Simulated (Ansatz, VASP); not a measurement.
One calculation of HPbNO4, two programs

File INCAR:

```
SYSTEM = HPbNO4
PREC = Accurate ; ENCUT = 520
EDIFF = 1E-6 ; ISMEAR = -1
SIGMA = 0.05 ; LREAL = .False.
LASPH = .True. ; NELM = 100
ALGO = Normal ; ISIF = 2
LWAVE = .False. ; LCHARG = .False.
GGA = PE ; NBANDS = 31
```

KPOINTS

```
regular mesh
0
Gamma
  7 6 5
  0 0 0
```

POSCAR

```
HPbNO4
1.0
    3.8570700000      0.0017800000     -0.0365800000
    0.1735300000      4.3343600000     -0.0164700000
    0.7580300000      0.8387300000      5.8766200000
H Pb N O
1 1 1 4
Direct
    0.5992870000      0.8857850000      0.2032330000
    0.6405460000      0.4366360000      0.9205400000
    0.7265990000      0.2430790000      0.5009990000
    0.1740020000      0.4635360000      0.7744090000
    0.6162670000      0.9580170000      0.4979380000
    0.5674260000      0.9355770000      0.0380720000
    0.7668490000      0.4191260000      0.3171020000
```

input.yaml

```yaml
crystal:
  lattice:
    - [3.85707, 0.00178, -0.03658]
    - [0.17353, 4.33436, -0.01647]
    - [0.75803, 0.83873, 5.87662]
  atoms:
    - { symbol: H, position: [0.599287, 0.885785, 0.203233] }
    - { symbol: Pb, position: [0.640546, 0.436636, 0.92054] }
    - { symbol: "N", position: [0.726599, 0.243079, 0.500999] }
    - { symbol: O, position: [0.174002, 0.463536, 0.774409] }
    - { symbol: O, position: [0.616267, 0.958017, 0.497938] }
    - { symbol: O, position: [0.567426, 0.935577, 0.038072] }
    - { symbol: O, position: [0.766849, 0.419126, 0.317102] }
kpoints:
  mp_grid: { grid: [7, 6, 5] }
scf:
  occupations: { method: fermi_dirac, width: 0.05 }
hamiltonian:
  xc: pbe
  pseudopotentials: { kind: all_electron, lapw: { basis_error: 0.002 } }
output:
  forces: true
  stress: true
  eigenvalues: true
  populations: true
```

Change from the starting cell: atoms moved at random, drawn with an rms of 0.05 Å.

Alike in both runs: task single point; functional PBE; k mesh 7 × 6 × 5; occupations fermi-dirac, width 0.05 eV; no spin polarisation.

|  | VASP | Ansatz |
| --- | --- | --- |
| version | VASP 6.6.1 | Ansatz 0.2.0 |
| potentials or method | VASP PAW PBE potentials, release 64 (H, Pb_d, N, O), cutoff 520 eV | all-electron LAPW, scalar-relativistic |

VASP gave:

```
gap on the k mesh at the Fermi level (eV)                     : 0.46
least direct gap on the mesh (eV)                             : 0.63
pressure (GPa)                                                : -2.6
traceless stress, the component that is largest in VASP (GPa) : -3.11
rms of the force components (eV/Å)                            : 1.221
```

Question: What did Ansatz give for the same quantities?

Answer: gap on the k mesh at the Fermi level (eV): 0.45; least direct gap on the mesh (eV): 0.63; pressure (GPa): -3.1; traceless stress, the component that is largest in VASP (GPa): -3.28; rms of the force components (eV/Å): 1.284.

Atom by atom the forces differ by 0.167 eV/Å (rms over components). Ansatz ran all-electron here, and VASP with PAW potentials.

Spin-orbit coupling is off throughout. Noted on VASP's run: the standard files for N, O and F lose accuracy on very short bonds.
